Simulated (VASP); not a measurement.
A run of VASP 6.6.1 is set up as follows.

Contents of INCAR:

```
SYSTEM = TiHg
ALGO = Normal ; EDIFF = 1E-7
EDIFFG = -0.001 ; ENCUT = 500
GGA_COMPAT = .False. ; IBRION = 2
ISIF = 3 ; ISMEAR = -1
LASPH = .True. ; LCHARG = .False.
LREAL = .False. ; LWAVE = .False.
NELM = 120 ; NELMIN = 4
NSW = 80 ; PREC = Accurate
PSTRESS = 250.0 ; SIGMA = 0.15
```

File KPOINTS:

```
k-points
0
Gamma
  16 16 12
  0 0 0
```

File POSCAR:

```
TiHg
1.0
    2.8002457138      0.0000000000      0.0000000000
    0.0000000000      2.8002457138      0.0000000000
    0.0000000000      0.0000000000      3.8638836746
Ti Hg
1 1
Direct
    0.5000000000      0.5000000000      0.5000000000
    0.0000000000      0.0000000000      0.0000000000
```

Potentials or basis: VASP PAW LDA potentials, release 64 (Ti_sv, Hg).

The run is started by

```bash
$ cat potpaw_LDA.64/Ti_sv/POTCAR potpaw_LDA.64/Hg/POTCAR > POTCAR
$ mpirun -np 1 vasp_std > vasp.out
```

Task: Predict the relaxed cell.

Result: a = 2.808 Å, b = 2.808 Å, c = 3.873 Å, α = 90.00°, β = 90.00°, γ = 90.00°.

Task: Estimate the relaxed volume.

Result: 15.27 Å³/atom.

Task: Predict the space group after relaxing (to 0.1 Å).

Result: P4/mmm (No. 123).

Task: What does it give for the band gap on the k mesh?

Result: Zero (bands 12 and 13 overlap by 1.56 eV).

Final structure:
```
Ti Hg
1.0
     2.80780    0.00000    0.00000
     0.00000    2.80780    0.00000
     0.00000    0.00000    3.87319
Ti Hg
1 1
Direct
  0.50000 0.50000 0.50000
  0.00000 0.00000 0.00000
```

Caveat: the cell is relaxed towards a set pressure, so the run minimises the enthalpy, not the energy; spin-orbit coupling is left out, which moves the levels of the heavy elements.
